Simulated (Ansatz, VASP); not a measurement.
## GaN in VASP and in Ansatz

POSCAR

```
GaN
1.0
    0.0000000000      2.2489525415      2.2489525415
    2.2489525415      0.0000000000      2.2489525415
    2.2489525415      2.2489525415      0.0000000000
Ga N
1 1
Direct
    0.0000000000      0.0000000000      0.0000000000
    0.2500000000      0.2500000000      0.2500000000
```

File INCAR.step1:

```
SYSTEM = GaN
ALGO = Normal
EDIFF = 1E-5
ENCUT = 520
GGA = PE
ISIF = 2
ISMEAR = 0
LASPH = .TRUE.
LCHARG = .FALSE.
LREAL = .FALSE.
LWAVE = .TRUE.
NBANDS = 16
NELM = 60
PREC = Accurate
SIGMA = 0.01
```

File INCAR.step2:

```
SYSTEM = GaN
AEXX = 0.75
ALGO = Normal
EDIFF = 1E-7
ENCUT = 520
GGA = PE
HFSCREEN = 0.2078
ISIF = 2
ISMEAR = 0
ISTART = 1
LASPH = .TRUE.
LCHARG = .FALSE.
LHFCALC = .TRUE.
LREAL = .FALSE.
LWAVE = .FALSE.
NBANDS = 16
NELM = 60
PREC = Accurate
PRECFOCK = Normal
SIGMA = 0.01
```

The input KPOINTS:

```
k-points
0
G
  4 4 4
  0 0 0
```

Input for Ansatz:

```yaml
crystal:
  lattice:
    - [0.0, 2.2489525415, 2.2489525415]
    - [2.2489525415, 0.0, 2.2489525415]
    - [2.2489525415, 2.2489525415, 0.0]
  atoms:
    - { symbol: Ga, position: [0.0, 0.0, 0.0] }
    - { symbol: "N", position: [0.25, 0.25, 0.25] }
kpoints:
  mp_grid: { grid: [4, 4, 4] }
hamiltonian:
  xc:
    exchange: pbe
    correlation: pbe
    exx: { coeff: 0.75, omega: 0.2078 }
scf:
  occupations: { method: fixed }
  n_extra_bands: 4
output:
  forces: true
  stress: true
  eigenvalues: true
```

Alike in both runs: task single point; functional PBE-based screened hybrid; k mesh 4 × 4 × 4; no spin polarisation.

|  | VASP | Ansatz |
| --- | --- | --- |
| version | VASP 6.6.1 | Ansatz 0.2.0 |
| potentials or method | VASP PAW PBE potentials, release 64 (Ga_d, N) | plane waves |
| plane-wave cutoff (eV) | 520 | 420 |
| occupations | gaussian, width 0.01 eV | fixed |
| valence electrons in the cell | 18 | 18 |

|  | VASP | Ansatz | Ansatz less VASP |
| --- | --- | --- | --- |
| gap on the k mesh at the Fermi level (eV) | 5.97 | 5.91 | -0.054 |
| pressure (GPa) | -11.1 | -10.6 | +0.56 |

VASP's potentials were made for PBE, not for PBE-based screened hybrid. Ansatz's warnings: stress exchange threshold loose, stress scf threshold loose.

The k mesh is coarse, so the values compare programs but aren't converged.
